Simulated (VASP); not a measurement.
# Pt: single point with BLYP

Pt:

```
CELL_PARAMETERS angstrom
0.00000 2.02635 2.02635
2.02635 0.00000 2.02635
2.02635 2.02635 0.00000
ATOMIC_POSITIONS crystal
Pt 0.00000 0.00000 0.00000
```

- Program: VASP 6.6.1
- Task: single point
- Functional: BLYP
- Potentials or basis: VASP PAW PBE potentials, release 64 (Pt)
- Cutoff: 520 eV
- k mesh: 12 × 12 × 12
- Occupations: fermi-dirac, width 0.05 eV
- Spin: no spin polarisation

```yaml
Pressure: 1.0 GPa
Band_gap_on_the_k_mesh: zero (band 5 reaches 10.46 eV, above the bottom of band 6 at 8.56 eV)
```

Levels at points of the mesh, in eV from the Fermi level:
```
           k point  band 1  band 2  band 3  band 4  band 5  band 6  band 7  band 8  band 9  band 10
(0.00, 0.00, 0.00)   -9.03   -3.25   -3.25   -3.25   -1.42   -1.42   15.14   19.40   19.40    19.40
(0.50, 0.00, 0.00)   -6.32   -3.29   -3.29    0.01    0.01    0.17    5.13   14.71   18.31    18.31
(0.50, 0.50, 0.00)   -6.02   -5.65   -0.03    0.39    0.39    2.17    7.85   11.17   11.17    19.38
```

Run time: 8.5 s on 1 thread of Intel(R) Xeon(R) 6975P-C (Granite Rapids), with other jobs on the host, peak memory 0.14 GiB.

Caveat: the PAW data sets were made with another functional, which shifts forces and pressure a little; spin-orbit coupling is left out, which moves the levels of the heavy elements.
